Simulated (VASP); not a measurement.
# BN (R3m) in VASP: a series of runs, part 2 of 2

VASP 6.6.1. Earlier steps stand in the parts before.

### 3 Single point, PBE

This run uses another cell than the first one, of the same volume but with other edges.

Contents of INCAR:

```
SYSTEM = BN
PREC = Accurate ; ENCUT = 600
EDIFF = 1E-6 ; ISMEAR = 0
SIGMA = 0.05 ; LREAL = .False.
LASPH = .True. ; NELM = 120
ALGO = Normal ; ISIF = 2
LWAVE = .False. ; LCHARG = .False.
GGA = PE ; NBANDS = 11
GGA_COMPAT = .False.
```

Contents of KPOINTS:

```
regular mesh
0
Gamma
  12 12 12
  0 0 0
```

Contents of POSCAR:

```
BN
1.0
    0.0000000000      1.9590029065      1.9590029065
    1.9590029065      0.0000000000      1.9590029065
    1.8106410864      1.8106410864      0.1483618201
B N
1 1
Direct
    0.0000000000      0.0000000000      0.0000000000
    0.7500000000      0.7500000000      0.7500000000
```

Potentials or basis: VASP PAW PBE potentials, release 64 (B, N).

The run is started by

```
$ cat potpaw_PBE.64/B/POTCAR potpaw_PBE.64/N/POTCAR > POTCAR
$ mpirun -np 1 vasp_std > vasp.out
```

OUTCAR:

```text
SYSTEM = BN
   PREC = Accurate
   ENCUT = 600
   EDIFF = 1E-6
   ISMEAR = 0
   LREAL = .False.
   LASPH = .True.
   NELM = 120
   ISIF = 2
   GGA = PE

 ion  position               nearest neighbor table
   1  0.000  0.000  0.000-   2 1.50   2 1.68   2 1.68   2 1.68
   2  0.750  0.750  0.750-   1 1.50   1 1.68   1 1.68   1 1.68

  LATTYP: Found a trigonal (rhomboedric) cell.
 ALAT       =     2.5649275852
 COS(alpha) =     0.4166624355

  Lattice vectors:

 A1 = (   1.8106410864,  -0.1483618201,  -1.8106410864)
 A2 = (  -0.1483618201,   1.8106410864,  -1.8106410864)
 A3 = (   1.8106410864,   1.8106410864,   0.1483618201)

Analysis of symmetry for initial positions (statically):
=====================================================================
 Subroutine PRICEL returns:
 Original cell was already a primitive cell.

 Routine SETGRP: Setting up the symmetry group for a
 trigonal (rhombohedral) supercell.

 Subroutine GETGRP returns: Found  6 space group operations
 (whereof  6 operations were pure point group operations)
 out of a pool of 12 trial point group operations.

The static configuration has the point symmetry C_3v.
[... 172 lines left out ...]
      2       5.9333      2.00000
      3       5.9551      2.00000
      4       5.9551      2.00000
      5      12.7300      0.00000
      6      13.3224      0.00000
      7      13.3224      0.00000
      8      18.2193      0.00000
      9      28.6432      0.00000
     10      32.2547      0.00000
     11      32.2549      0.00000
[... 309 lines left out ...]
 k-point    24 :      -0.4167    0.1667    0.0000
  band No.  band energies     occupation
      1      -9.3150      2.00000
      2      -3.0843      2.00000
      3       2.3903      2.00000
      4       4.1288      2.00000
      5      15.0850      0.00000
      6      16.1710      0.00000
      7      18.3193      0.00000
      8      20.1903      0.00000
      9      25.1916      0.00000
     10      29.4134      0.00000
     11      31.1158      0.00000

 [... further k-points ...]

------------------------ aborting loop because EDIFF is reached ----------------------------------------

  FORCE on cell =-STRESS in cart. coord.  units (eV):
  Direction    XX          YY          ZZ          XY          YZ          ZX
  --------------------------------------------------------------------------------------
  -------------------------------------------------------------------------------------
  Total       -2.3484006     -2.3484006     -2.3484006      2.3231911     -2.3231911     -2.3231911
  in kB     -282.3044882   -282.3044882   -282.3044882    279.2740206   -279.2740206   -279.2740206
  external PRESSURE =    -282.3044882 kB  Pullay stress =       0.0000000 kB

 VOLUME and BASIS-vectors are now :
 -----------------------------------------------------------------------------
  energy-cutoff  :      600.00
  volume of cell :       13.33
      direct lattice vectors                 reciprocal lattice vectors
     0.000000000  1.959002907  1.959002907    -0.266135290  0.244328475  0.266135290
     1.959002907  0.000000000  1.959002907     0.244328475 -0.266135290  0.266135290
     1.810641086  1.810641086  0.148361820     0.287942106  0.287942106 -0.287942106

 POSITION                                       TOTAL-FORCE (eV/Angst)
 -----------------------------------------------------------------------------------
      0.00000      0.00000      0.00000        -0.125950     -0.125950      0.125950
      2.82723      2.82723      3.04978         0.125950      0.125950     -0.125950
 -----------------------------------------------------------------------------------
    total drift:                                0.000192      0.000192     -0.000192

  FREE ENERGIE OF THE ION-ELECTRON SYSTEM (eV)
  ---------------------------------------------------
  free  energy   TOTEN  =       -17.0169304378 eV

  energy  without entropy=      -17.0169304378  energy(sigma->0) =      -17.01693044
```

OSZICAR:

```text
N       E                     dE             d eps       ncg     rms          rms(c)
DAV:   1     0.146879773521E+02    0.14688E+02   -0.53206E+03  4230   0.803E+02
DAV:   2    -0.172081958788E+02   -0.31896E+02   -0.30716E+02  4985   0.182E+02
DAV:   3    -0.179005636373E+02   -0.69237E+00   -0.69113E+00  4961   0.230E+01
DAV:   4    -0.179016047035E+02   -0.10411E-02   -0.10410E-02  4443   0.982E-01
DAV:   5    -0.179016059584E+02   -0.12549E-05   -0.12549E-05  4836   0.336E-02    0.628E+00
DAV:   6    -0.170766579549E+02    0.82495E+00   -0.34695E+00  4835   0.106E+01    0.294E+00
DAV:   7    -0.170290776565E+02    0.47580E-01   -0.81698E-02  4614   0.251E+00    0.179E+00
DAV:   8    -0.170167064564E+02    0.12371E-01   -0.36916E-02  4677   0.144E+00    0.169E-01
DAV:   9    -0.170168252910E+02   -0.11883E-03   -0.21131E-03  4326   0.384E-01    0.842E-02
DAV:  10    -0.170169210497E+02   -0.95759E-04   -0.21436E-04  4638   0.126E-01    0.198E-02
DAV:  11    -0.170169295787E+02   -0.85290E-05   -0.14462E-05  4804   0.336E-02    0.115E-02
DAV:  12    -0.170169304378E+02   -0.85913E-06   -0.21006E-06  4363   0.109E-02
   1 F= -.17016930E+02 E0= -.17016930E+02  d E =-.683913E-14
```

stdout:

```text
POSCAR found type information on POSCAR B N
 POSCAR found :  2 types and       2 ions
 scaLAPACK will be used
 LDA part: xc-table for (Slater+PW92), standard interpolation
 POSCAR, INCAR and KPOINTS ok, starting setup
 FFT: planning ... GRIDC
 FFT: planning ... GRID_SOFT
 FFT: planning ... GRID
 WAVECAR not read
 entering main loop
```

It took 35 s on 1 thread of Intel Xeon 8259CL, shared host; peak memory 0.15 GiB.

What came out:

* Free energy: -17.0169 eV
* Pressure: -28.2 GPa
* Largest force: 0.218 eV/Å
* Band gap on the k mesh: 4.02 eV, indirect (least direct gap 6.77 eV)

Forces on the atoms (eV/Å):
```
B   -0.126 -0.126  0.126
N    0.126  0.126 -0.126
```

Levels at points of the mesh, in eV from the valence-band top:
```
           k point  band 1  band 2  band 3  band 4  band 5  band 6  band 7  band 8  band 9
(0.00, 0.00, 0.00)  -18.94   -0.02    0.00    0.00    6.77    7.37    7.37   12.26   22.69
(0.50, 0.00, 0.00)  -15.58   -9.69   -1.56   -1.20    8.57    9.26   11.92   14.22   21.71
(0.50, 0.50, 0.00)  -14.09   -8.15   -4.97   -3.50    4.02    9.06   15.32   15.94   19.57
(0.00, 0.00, 0.50)  -14.39   -9.28   -2.49   -2.49    6.84    9.30    9.30   14.22   21.47
```

A k mesh can miss the band edges. Expect the measured gap to be larger: semilocal functionals such as PBE lack the derivative discontinuity.
